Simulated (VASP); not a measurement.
# Zr3O (P6_322) in VASP: further runs

Zr3O is run at these levels: PBEsol; tasks: single point.

All numbers are computed with VASP 6.6.1; they aren't measurements. Logs are shortened: lines on timing, memory, paths and dates and some standing lists are left out, and cuts for length are marked.

### 1 The cell of the first run

It takes space group P6_322 (No. 182, hexagonal). The conventional cell has a = 5.584 Å, b = 5.584 Å, c = 5.156 Å, α = 90.00°, β = 90.00°, γ = 120.00°. Zr (site symmetry 2) has 2 O at 2.25 Å within 3.0 Å. O (site symmetry 32) has 6 Zr at 2.25 Å within 3.0 Å.

### 2 Single point, PBEsol

INCAR

```
SYSTEM = Zr3O
PREC = Accurate ; ENCUT = 520
EDIFF = 1E-6 ; ISMEAR = 0
SIGMA = 0.15 ; LREAL = .FALSE.
LASPH = .TRUE. ; NELM = 60
ALGO = Normal ; ISIF = 2
LWAVE = .FALSE. ; LCHARG = .TRUE.
GGA = PS ; LELF = .TRUE.
LVHAR = .TRUE. ; NBANDS = 52
```

KPOINTS

```
Automatic mesh
0
G
  9 9 8
  0 0 0
```

POSCAR

```
Zr3O
1.0
    5.5842861704      0.0000000000      0.0000000000
   -2.7921430852      4.8361336855      0.0000000000
    0.0000000000      0.0000000000      5.1557455174
Zr O
6 2
Direct
    0.3394720281      0.0000000000      0.0000000000
    0.3394720281      0.3394720281      0.5000000000
    0.0000000000      0.3394720281      0.0000000000
    0.6605279719      0.0000000000      0.5000000000
    0.6605279719      0.6605279719      0.0000000000
    0.0000000000      0.6605279719      0.5000000000
    0.3333333333      0.6666666667      0.2500000000
    0.6666666667      0.3333333333      0.7500000000
```

Potentials or basis: VASP PAW PBE potentials, release 64 (Zr_sv, O).

The run is started by

```console
cat potpaw_PBE.64/Zr_sv/POTCAR potpaw_PBE.64/O/POTCAR > POTCAR
mpirun -np 1 vasp_std > vasp.out
```

OUTCAR:

```text
SYSTEM = Zr3O
   PREC = Accurate
   ENCUT = 520
   EDIFF = 1E-6
   ISMEAR = 0
   LREAL = .FALSE.
   LASPH = .TRUE.
   NELM = 60
   ISIF = 2
   GGA = PS

 ion  position               nearest neighbor table
   1  0.339  0.000  0.000-   7 2.25   8 2.25   4 3.14   4 3.14   5 3.19   3 3.19   5 3.19   3 3.19
                             2 3.20   2 3.20   6 3.20   6 3.20   3 3.28   5 3.28
   2  0.339  0.339  0.500-   7 2.25   8 2.25   5 3.14   5 3.14   4 3.19   4 3.19   6 3.19   6 3.19
                             1 3.20   1 3.20   3 3.20   3 3.20   6 3.28   4 3.28
   3  0.000  0.339  0.000-   8 2.25   7 2.25   6 3.14   6 3.14   1 3.19   1 3.19   5 3.19   5 3.19
                             4 3.20   4 3.20   2 3.20   2 3.20   5 3.28   1 3.28
   4  0.661  0.000  0.500-   8 2.25   7 2.25   1 3.14   1 3.14   6 3.19   2 3.19   2 3.19   6 3.19
                             3 3.20   5 3.20   5 3.20   3 3.20   6 3.28   2 3.28
   5  0.661  0.661  0.000-   8 2.25   7 2.25   2 3.14   2 3.14   1 3.19   1 3.19   3 3.19   3 3.19
                             4 3.20   4 3.20   6 3.20   6 3.20   3 3.28   1 3.28
   6  0.000  0.661  0.500-   7 2.25   8 2.25   3 3.14   3 3.14   4 3.19   4 3.19   2 3.19   2 3.19
                             1 3.20   1 3.20   5 3.20   5 3.20   2 3.28   4 3.28
   7  0.333  0.667  0.250-   1 2.25   6 2.25   4 2.25   3 2.25   2 2.25   5 2.25
   8  0.667  0.333  0.750-   4 2.25   3 2.25   1 2.25   6 2.25   5 2.25   2 2.25

  LATTYP: Found a hexagonal cell.
 ALAT       =     5.5842861704
 C/A-ratio  =     0.9232595465

  Lattice vectors:

 A1 = (   5.5842861704,   0.0000000000,   0.0000000000)
 A2 = (  -2.7921430852,   4.8361336855,   0.0000000000)
 A3 = (   0.0000000000,   0.0000000000,   5.1557455174)

Analysis of symmetry for initial positions (statically):
=====================================================================
 Subroutine PRICEL returns:
 Original cell was already a primitive cell.

 Routine SETGRP: Setting up the symmetry group for a
 hexagonal supercell.

 Subroutine GETGRP returns: Found 12 space group operations
 (whereof  6 operations were pure point group operations)
 out of a pool of 24 trial point group operations.

The static configuration has the point symmetry D_3 .
 The point group associated with its full space group is D_6 .

Analysis of symmetry for dynamics (positions and initial velocities):
=====================================================================
 Subroutine PRICEL returns:
 Original cell was already a primitive cell.

 Routine SETGRP: Setting up the symmetry group for a
 hexagonal supercell.

 Subroutine GETGRP returns: Found 12 space group operations
 (whereof  6 operations were pure point group operations)
 out of a pool of 24 trial point group operations.

The dynamic configuration has the point symmetry D_3 .
 The point group associated with its full space group is D_6 .

 Subroutine INISYM returns: Found 12 space group operations
 (whereof  6 operations are pure point group operations),
 and found     1 'primitive' translations

----------------------------------------------------------------------------------------

                                     Primitive cell

  volume of cell :     139.2379

  direct lattice vectors                    reciprocal lattice vectors
     5.584286170  0.000000000  0.000000000     0.179073917  0.103388374  0.000000000
    -2.792143085  4.836133686  0.000000000     0.000000000  0.206776749  0.000000000
     0.000000000  0.000000000  5.155745517     0.000000000  0.000000000  0.193958371

  length of vectors
     5.584286170  5.584286170  5.155745517     0.206776749  0.206776749  0.193958371

  position of ions in fractional coordinates (direct lattice)
     0.339472028  0.000000000  0.000000000
     0.339472028  0.339472028  0.500000000
     0.000000000  0.339472028  0.000000000
     0.660527972  0.000000000  0.500000000
     0.660527972  0.660527972  0.000000000
     0.000000000  0.660527972  0.500000000
     0.333333333  0.666666667  0.250000000
     0.666666667  0.333333333  0.750000000

  ion indices of the primitive-cell ions
   primitive index   ion index
                 1           1
                 2           2
                 3           3
                 4           4
                 5           5
                 6           6
                 7           7
                 8           8

----------------------------------------------------------------------------------------

 KPOINTS: Automatic mesh

Automatic generation of k-mesh.
 Grid dimensions read from file:
 generate k-points for:    9    9    8

 Generating k-lattice:

  Cartesian coordinates                     Fractional coordinates (reciprocal lattice)
     0.019897102  0.011487597  0.000000000     0.111111111  0.000000000  0.000000000
     0.000000000  0.022975194  0.000000000     0.000000000  0.111111111  0.000000000
     0.000000000  0.000000000  0.024244796     0.000000000  0.000000000  0.125000000

  Length of vectors
     0.022975194  0.022975194  0.024244796

  Shift w.r.t. Gamma in fractional coordinates (k-lattice)
     0.000000000  0.000000000  0.000000000

 Subroutine IBZKPT returns following result:
 ===========================================

 Found     60 irreducible k-points:

 Following reciprocal coordinates:
            Coordinates               Weight
  0.000000  0.000000  0.000000      1.000000
  0.111111  0.000000  0.000000      6.000000
  0.222222  0.000000  0.000000      6.000000
  0.333333  0.000000  0.000000      6.000000
  0.444444  0.000000  0.000000      6.000000
  0.111111  0.111111  0.000000      6.000000
[... 16 lines left out ...]
  0.333333  0.222222  0.125000     24.000000
  0.333333  0.333333  0.125000      4.000000
 [... further k-points ...]
   k-points           NKPTS =     60   k-points in BZ     NKDIM =     60   number of bands    NBANDS=     52
   number of dos      NEDOS =    301   number of ions     NIONS =      8
   total plane-waves  NPLWV =  70560
   dimension x,y,z NGX =    42 NGY =   42 NGZ =   40
   dimension x,y,z NGXF=    84 NGYF=   84 NGZF=   80
   ions per type =               6   2
   NGX,Y,Z   is equivalent  to a cutoff of  12.50, 12.50, 12.90 a.u.
   NGXF,Y,Z  is equivalent  to a cutoff of  25.01, 25.01, 25.80 a.u.
 SYSTEM =  Zr3O
   PREC   = accura    normal or accurate (medium, high low for compatibility)
   ISTART =      0    job   : 0-new  1-cont  2-samecut
   ICHARG =      2    charge: 1-file 2-atom 10-const
   ISPIN  =      1    spin polarized calculation?
   LNONCOLLINEAR =      F non collinear calculations
   LSORBIT =      F    spin-orbit coupling
   LASPH  =      T    aspherical Exc in radial PAW
   ENCUT  =  520.0 eV  38.22 Ry    6.18 a.u.  10.38 10.38  9.59*2*pi/ulx,y,z
   NELM   =     60;   NELMIN=  2; NELMDL= -5     # of ELM steps
   EDIFF  = 0.1E-05   stopping-criterion for ELM
   LREAL  =      F    real-space projection
   EDIFFG = 0.1E-04   stopping-criterion for IOM
   NSW    =      0    number of steps for IOM
   IBRION =     -1    ionic relax: 0-MD 1-quasi-New 2-CG
   NFREE  =      0    steps in history (QN), initial steepest desc. (CG)
   ISIF   =      2    stress and relaxation
   ISYM   =      2    0-nonsym 1-usesym 2-fastsym
   POTIM  = 0.5000    time-step for ionic-motion
   TEBEG  =    0.0;   TEEND  =   0.0 temperature during run
   PSTRESS=    0.0 pullay stress
   NELECT =      84.0000    total number of electrons
   NUPDOWN=      -1.0000    fix difference up-down
   EMIN   =  10.00;   EMAX   =-10.00  energy-range for DOS
   EFERMI =   0.00;   METHOD = LEGACY
   ISMEAR =     0;   SIGMA  =   0.15  broadening in eV -4-tet -1-fermi 0-gaus
   EFERMI_NEDOS =   21; number of points for ismear=-14 and -15
   IALGO  =     38    algorithm
   IMIX   =      4    mixing-type and parameters
     AMIX     =   0.40;   BMIX     =  1.00
     AMIX_MAG =   1.60;   BMIX_MAG =  1.00
  volume/ion in A,a.u.               =      17.40       117.45
  Fermi-wavevector in a.u.,A,eV,Ry     =   1.383297  2.614052 26.034894  1.913511
  Thomas-Fermi vector in A             =   2.507908
   LORBIT       =      0    0 simple, 1 ext, 2 COOP (PROOUT), +10 PAW based schemes
   GGA     = PS    functional components
   LHFCALC =     F    Hartree Fock is set to
   AEXX    =    0.0000 exact exchange contribution
   IVDW    =     0    specifies the selected vdW correction
   LEPSILON=     F    determine dielectric tensor
   LRPA    =     F    only Hartree local field effects (RPA)
 non-spin polarized calculation
 Gauss-broadening in eV      SIGMA  =   0.15
  energy-cutoff  :      520.00
  volume of cell :      139.24
 maximum number of plane-waves:      3776
 NGX is ok and might be reduce to    42

 number of electron      83.9999999 magnetization

 Free energy of the ion-electron system (eV)
  ---------------------------------------------------
  ext. energy  EPLUGINS =         0.00000000
  ---------------------------------------------------
  free energy    TOTEN  =       -76.71206735 eV

  energy without entropy =      -76.64788472  energy(sigma->0) =      -76.67997603

 E-fermi :   9.7570     XC(G=0): -11.7766

 val. band max:        9.7479636159   @ k =   0.4444   0.1111   0.3750
 cond. band min:       9.7572234627   @ k =   0.2222   0.1111   0.3750
 fundamental gap:      0.0092598468
 Fermi energy:         9.7569972933

 k-point     1 :       0.0000    0.0000    0.0000
  band No.  band energies     occupation
      1     -38.9608      2.00000
      2     -38.7925      2.00000
      3     -38.7768      2.00000
      4     -38.7768      2.00000
      5     -38.7621      2.00000
      6     -38.7621      2.00000
[... 44 lines left out ...]
     51      12.4184      0.00000
     52      12.4943      0.00000

 k-point     2 :       0.1111    0.0000    0.0000
  band No.  band energies     occupation
      1     -38.9557      2.00000
      2     -38.7903      2.00000
      3     -38.7856      2.00000
      4     -38.7832      2.00000
      5     -38.7586      2.00000
      6     -38.7578      2.00000
[... 1202 lines left out ...]
 k-point    24 :       0.3333    0.3333    0.1250
  band No.  band energies     occupation
      1     -38.8582      2.00000
      2     -38.8565      2.00000
      3     -38.8362      2.00000
      4     -38.7644      2.00000
      5     -38.7627      2.00000
      6     -38.7550      2.00000
[... 44 lines left out ...]
     51      12.8793      0.00000
     52      13.2302      0.00000

 [... further k-points ...]

------------------------ aborting loop because EDIFF is reached ----------------------------------------

  FORCE on cell =-STRESS in cart. coord.  units (eV):
  Direction    XX          YY          ZZ          XY          YZ          ZX
  --------------------------------------------------------------------------------------
  -------------------------------------------------------------------------------------
  Total        0.1432379      0.1432379      0.2402516      0.0000000      0.0000000      0.0000000
  in kB        1.6482048      1.6482048      2.7645184      0.0000000      0.0000000      0.0000000
  external PRESSURE =       2.0203093 kB  Pullay stress =       0.0000000 kB

 VOLUME and BASIS-vectors are now :
 -----------------------------------------------------------------------------
  energy-cutoff  :      520.00
  volume of cell :      139.24
      direct lattice vectors                 reciprocal lattice vectors
     5.584286170  0.000000000  0.000000000     0.179073917  0.103388374  0.000000000
    -2.792143085  4.836133686  0.000000000     0.000000000  0.206776749  0.000000000
     0.000000000  0.000000000  5.155745517     0.000000000  0.000000000  0.193958371

 POSITION                                       TOTAL-FORCE (eV/Angst)
 -----------------------------------------------------------------------------------
      1.89571      0.00000      0.00000         0.002417     -0.000000     -0.000000
      0.94785      1.64173      2.57787         0.001208      0.002093     -0.000000
     -0.94785      1.64173      0.00000        -0.001208      0.002093     -0.000000
      3.68858      0.00000      2.57787        -0.002417     -0.000000      0.000000
      1.84429      3.19440      0.00000        -0.001208     -0.002093      0.000000
     -1.84429      3.19440      2.57787         0.001208     -0.002093     -0.000000
     -0.00000      3.22409      1.28894        -0.000000     -0.000000      0.000000
      2.79214      1.61204      3.86681        -0.000000     -0.000000     -0.000000
 -----------------------------------------------------------------------------------
    total drift:                               -0.000001      0.000000     -0.000000

  FREE ENERGIE OF THE ION-ELECTRON SYSTEM (eV)
  ---------------------------------------------------
  free  energy   TOTEN  =       -76.7120673537 eV

  energy  without entropy=      -76.6478847156  energy(sigma->0) =      -76.67997603
```

It took 3.9 min on 1 thread of Intel Xeon 6975P-C (Granite Rapids), shared host; peak memory 0.46 GiB.

What came out:

```
Free energy            : -76.7121 eV
Pressure               : 0.2 GPa
Band gap on the k mesh : zero (bands 42 and 43 overlap by 0.81 eV)
```

Forces in eV/Å, atoms in the order of the input:
```
Zr   0.002  0.000  0.000
Zr   0.001  0.002  0.000
Zr  -0.001  0.002  0.000
Zr  -0.002  0.000  0.000
Zr  -0.001 -0.002  0.000
Zr   0.001 -0.002  0.000
O    0.000  0.000  0.000
O    0.000  0.000  0.000
```

Stress tensor (GPa, compression positive):
```
0.16 0.00 0.00
0.00 0.16 0.00
0.00 0.00 0.28
```

Levels at points of the mesh, in eV from the Fermi level:
| k point | band 40 | band 41 | band 42 | band 43 | band 44 | band 45 |
| --- | --- | --- | --- | --- | --- | --- |
| (0.00, 0.00, 0.00) | -0.98 | 0.18 | 0.69 | 0.69 | 0.76 | 0.87 |
| (0.00, 0.00, 0.50) | -0.19 | -0.01 | -0.01 | 0.00 | 0.00 | 0.05 |

Caveat: the PAW data sets were made with another functional, which shifts forces and pressure a little.

### 3 Single point, PBEsol

This run uses another cell than the first one, of the same volume but with other edges.

INCAR

```
  ALGO = Normal
  EDIFF = 1E-6
  ENCUT = 520
  GGA = PS
  ISIF = 2
  ISMEAR = 0
  LASPH = T
  LCHARG = T
  LELF = T
  LREAL = F
  LVHAR = T
  LWAVE = F
  NBANDS = 52
  NELM = 60
  PREC = Accurate
  SIGMA = 0.15
```

KPOINTS

```
k-points
0
Gamma
  9 9 8
```

POSCAR

```
Zr3O
1.0
    5.4682318713      0.0000000000      0.0000000000
   -2.7341159356      4.7356277143      0.0000000000
    0.0000000000      0.0000000000      5.3769123990
Zr O
6 2
Direct
    0.3596178438      0.0000000000      0.0000000000
    0.3596178438      0.3596178438      0.5000000000
    0.0000000000      0.3596178438      0.0000000000
    0.6403821562      0.0000000000      0.5000000000
    0.6403821562      0.6403821562      0.0000000000
    0.0000000000      0.6403821562      0.5000000000
    0.3333333333      0.6666666667      0.2500000000
    0.6666666667      0.3333333333      0.7500000000
```

Potentials or basis: VASP PAW PBE potentials, release 64 (Zr_sv, O).

The run is started by

```console
cat potpaw_PBE.64/Zr_sv/POTCAR potpaw_PBE.64/O/POTCAR > POTCAR
mpirun -np 1 vasp_std > vasp.out
```

Run time: 3.9 min. Hardware: 1 thread of AMD EPYC 9R45 (Zen 5), shared host; peak memory 0.43 GiB.

The run converged. Its results:

```
Free energy            : -76.0834 eV
Pressure               : 4.3 GPa
Largest force          : 1.274 eV/Å
Band gap on the k mesh : zero (bands 42 and 43 overlap by 0.37 eV)
```

Forces on the atoms (eV/Å):
```
Zr  -1.274  0.000  0.000
Zr  -0.637 -1.104  0.000
Zr   0.637 -1.104  0.000
Zr   1.274  0.000  0.000
Zr   0.637  1.104  0.000
Zr  -0.637  1.104  0.000
O    0.000  0.000  0.000
O    0.000  0.000  0.000
```

Stress tensor (GPa, compression positive):
```
 6.64  0.00  0.00
 0.00  6.64  0.00
 0.00  0.00 -0.49
```

Levels at points of the mesh, in eV from the Fermi level:
```csv
k point,band 39,band 40,band 41,band 42,band 43,band 44,band 45,band 46
"(0.00, 0.00, 0.00)",-0.92,-0.92,-0.10,0.08,0.74,0.74,0.77,0.77
"(0.00, 0.00, 0.50)",-0.35,-0.35,-0.28,-0.28,-0.05,-0.05,0.25,0.25
```

Caveat: the cell stands under pressure; the PAW data sets were made with another functional, which shifts forces and pressure a little.

(Part 1 of 2 ends here.)
